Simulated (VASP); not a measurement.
The system is LiH.

```
Li H
1.0
     3.25482    0.00000    0.00000
    -1.62741    2.81876    0.00000
     0.00000    0.00000    4.06907
Li H
2 2
Direct
  0.33333 0.66667 0.25000
  0.66667 0.33333 0.75000
  0.66667 0.33333 0.25000
  0.33333 0.66667 0.75000
```

Base run:

- Program: VASP 6.6.1
- Functional: r2SCAN
- Potentials or basis: VASP PAW PBE potentials, release 64 (Li_sv, H)
- Cutoff: 520 eV
- k mesh: 12 × 12 × 6
- Occupations: gaussian, width 0.01 eV
- Spin: no spin polarisation

Its results: band gap on the k mesh 2.30 eV (least direct gap 3.61 eV).

Question: The run is repeated on the same cell with these changes: functional from r2SCAN to PBE; further incar settings from ALGO = Normal; EDIFF = 1e-07; NBANDS = 12 to ALGO = Normal; EDIFF = 1e-06; NBANDS = 12. What comes out?

Answer: Band gap on the k mesh 1.83 eV (least direct gap 3.07 eV).

A k mesh can miss the band edges.
